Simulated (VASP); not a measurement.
Input of a VASP 6.6.1 run:

INCAR

```
PREC     = Accurate       # precision mode
ENCUT    = 600            # plane-wave cutoff, eV
EDIFF    = 1E-6           # SCF threshold, eV
ISMEAR   = -1             # smearing method
SIGMA    = 0.08           # smearing width, eV
LREAL    = F              # projectors in reciprocal space
LASPH    = T              # aspherical terms in the spheres
NELM     = 60             # most SCF steps
ALGO     = Normal         # electronic algorithm
ISIF     = 3              # what is computed and relaxed
LWAVE    = F              # write WAVECAR
LCHARG   = F              # write CHGCAR
GGA      = PE             # functional
IBRION   = 2              # ionic algorithm
NSW      = 32             # ionic steps
EDIFFG   = -0.005         # ionic threshold
PSTRESS  = 460.0
```

KPOINTS

```
regular mesh
0
Gamma
  15 15 15
```

The input POSCAR:

```
AlNi
1.0
    0.0000000000      2.2372890788      2.2372890788
    2.2372890788      0.0000000000      2.2372890788
    2.2372890788      2.2372890788      0.0000000000
Ni Al
1 1
Direct
    0.0000000000      0.0000000000      0.0000000000
    0.5000000000      0.5000000000      0.5000000000
```

Potentials or basis: VASP PAW PBE potentials, release 64 (Ni, Al).

Launch:

```sh
$ cat potpaw_PBE.64/Ni/POTCAR potpaw_PBE.64/Al/POTCAR > POTCAR
$ mpirun -np 1 vasp_std > vasp.out
```

What does it give for the band gap on the k mesh?

Zero (an odd number of electrons rules out a gap without spin polarisation).

What does it give for the relaxed volume?

11.19 Å³/atom.

Predict the relaxed cell.

a = 3.163 Å, b = 3.163 Å, c = 3.163 Å, α = 60.00°, β = 60.00°, γ = 60.00°.

Predict the space group after relaxing (to 0.1 Å).

Fm-3m (No. 225).

Final structure:
```
Ni Al
1.0
     0.00000    2.23691    2.23691
     2.23691    0.00000    2.23691
     2.23691    2.23691    0.00000
Ni Al
1 1
Direct
  0.00000 0.00000 0.00000
  0.50000 0.50000 0.50000
```

Caveat: the cell is relaxed towards a set pressure, so the run minimises the enthalpy, not the energy. Spin polarisation is off, so any magnetic state and its effect on volume and gap are missing.
